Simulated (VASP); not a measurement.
MgI2:

```
CELL_PARAMETERS angstrom
4.14000 0.00000 0.00000
-2.07000 3.58535 0.00000
0.00000 0.00000 6.88000
ATOMIC_POSITIONS crystal
I 0.66667 0.33333 0.75000
I 0.33333 0.66667 0.25000
Mg 0.00000 0.00000 0.00000
```

* Program: VASP 6.6.1
* Task: relaxation of cell and atoms
* Functional: BLYP
* Potentials or basis: VASP PAW PBE potentials, release 64 (I, Mg)
* Cutoff: 600 eV
* k mesh: 8 × 8 × 4
* Occupations: fermi-dirac, width 0.05 eV
* Spin: no spin polarisation

At the start: pressure 2.4 GPa; volume 34.04 Å³/atom.

**Question.** Where does the relaxation end?

**Answer.** Over 31 steps the energy falls by 63.3 meV/atom and the volume is 50.00 Å³/atom (+46.9 %); space group P-3m1 (No. 164, to 0.05 Å).

Step by step:
| step | energy change (eV) | largest force (eV/Å) | pressure (GPa) | volume (Å³) |
| --- | --- | --- | --- | --- |
| 1 | 0.0000 | 0.1853 | 2.43 | 102.12 |
| 2 | -0.0716 | 0.3942 | 0.28 | 109.94 |
| 3 | -0.0747 | 0.4458 | -0.22 | 112.27 |
| 4 | -0.0935 | 0.3403 | -0.13 | 113.02 |
| 5 | -0.1144 | 0.0684 | 0.13 | 114.97 |
| 6 | -0.1273 | 0.0581 | 0.11 | 116.28 |
| 7 | -0.1534 | 0.0355 | 0.14 | 120.15 |
| 8 | -0.1709 | 0.0071 | 0.47 | 127.49 |
| 9 | -0.1718 | 0.1989 | -0.54 | 136.70 |
| 10 | -0.1767 | 0.1028 | -0.09 | 132.23 |
| 11 | -0.1794 | 0.0491 | -0.09 | 133.83 |
| 12 | -0.1796 | 0.0308 | -0.10 | 134.38 |
| 13 | -0.1801 | 0.0306 | 0.18 | 133.47 |
| 14 | -0.1803 | 0.0091 | 0.07 | 133.79 |
| 15 | -0.1811 | 0.0125 | 0.08 | 134.28 |
| 16 | -0.1809 | 0.0669 | 0.07 | 135.52 |
| 17 | -0.1814 | 0.0365 | 0.07 | 134.85 |
| 18 | -0.1821 | 0.0556 | -0.02 | 136.10 |
| 19 | -0.1824 | 0.0697 | -0.08 | 137.01 |
| 20 | -0.1823 | 0.0956 | -0.21 | 138.85 |
| 21 | -0.1824 | 0.0798 | -0.15 | 137.83 |
| 22 | -0.1827 | 0.0776 | -0.14 | 138.09 |
| 23 | -0.1830 | 0.0742 | -0.14 | 138.39 |
| 24 | -0.1836 | 0.0669 | -0.13 | 139.00 |
| 25 | -0.1846 | 0.0523 | -0.13 | 140.22 |
| 26 | -0.1859 | 0.0201 | -0.11 | 142.67 |
| 27 | -0.1860 | 0.0496 | -0.05 | 147.62 |
| 28 | -0.1864 | 0.0212 | -0.07 | 145.45 |
| 29 | -0.1876 | 0.0329 | 0.01 | 146.30 |
| 30 | -0.1885 | 0.0529 | 0.13 | 147.55 |
| 31 | -0.1899 | 0.0091 | 0.00 | 149.99 |

Final structure:
```yaml
crystal:
  lattice:
    - [4.31038, 0.00000, 0.00000]
    - [-2.15519, 3.73289, 0.00000]
    - [0.00000, 0.00000, 9.32156]
  atoms:
    - { symbol: I, position: [0.66667, 0.33333, 0.82021] }
    - { symbol: I, position: [0.33333, 0.66667, 0.17979] }
    - { symbol: Mg, position: [0.00000, 0.00000, 0.00000] }
```

Caveat: the volume moved by over 15 % at a fixed basis, so the end points are rough; the PAW data sets were made with another functional, which shifts forces and pressure a little; this functional lacks dispersion, which binds the layers, so the pressure and a relaxed spacing across them are unreliable; the volume moved by +47 % from the deposited cell, more than functionals usually miss.
